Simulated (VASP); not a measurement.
# Sc3BN4: single point with r2SCAN

Sc3BN4:

```
B Sc N
1.0
     3.38772    0.00000    0.00000
    -1.69386    2.93385    0.00000
     0.00000    0.00000   10.09085
B Sc N
1 3 4
Cartesian
  0.0000 1.9559 0.2242
  0.0000 1.9559 4.9395
  1.6939 0.9780 2.1569
  1.6939 0.9780 7.7304
  0.0000 1.9559 1.6434
  0.0000 1.9559 7.0328
  1.6939 0.9780 4.2642
  1.6939 0.9780 9.8493
```

```yaml
Program: VASP 6.6.1
Task: single point
Functional: r2SCAN
Potentials_or_basis: VASP PAW PBE potentials, release 64 (B, Sc_sv, N)
Cutoff: 520 eV
k_mesh: 12 × 12 × 4
Occupations: gaussian, width 0.01 eV
Spin: no spin polarisation
Dipole_correction: no
Further_INCAR_settings: ALGO = Normal; EDIFF = 1e-07; NBANDS = 38
```

```json
{"Pressure": "1.2 GPa", "Largest force": "0.056 eV/Å", "Band gap on the k mesh": "2.09 eV, indirect (least direct gap 2.43 eV)"}
```

Forces in eV/Å, atoms in the order of the input:
```
B    0.000  0.000 -0.041
Sc   0.000  0.000  0.006
Sc   0.000  0.000  0.046
Sc   0.000  0.000  0.022
N    0.000  0.000 -0.056
N    0.000  0.000 -0.007
N    0.000  0.000 -0.014
N    0.000  0.000  0.043
```

Stress tensor (GPa, compression positive):
```
1.23 0.00 0.00
0.00 1.23 0.00
0.00 0.00 1.14
```

Levels at points of the mesh, in eV from the valence-band top:
```
           k point  band 26  band 27  band 28  band 29  band 30  band 31
(0.00, 0.00, 0.00)    -0.47    -0.34    -0.34     2.09     4.92     4.92
(0.50, 0.00, 0.00)    -0.28    -0.17    -0.08     3.68     3.77     4.72
(0.00, 0.00, 0.50)    -0.69    -0.34    -0.34     2.16     5.10     5.10
(0.50, 0.00, 0.50)    -0.37    -0.16    -0.03     3.52     4.23     4.43
```

Wall time 18 min on 1 thread of Intel Xeon 6975P-C (shared host), peak memory 0.4 GiB.

Caveat: the PAW data sets were made with another functional, which shifts forces and pressure a little. r2SCAN opens gaps a little over a GGA but as a rule still falls short of measured ones.
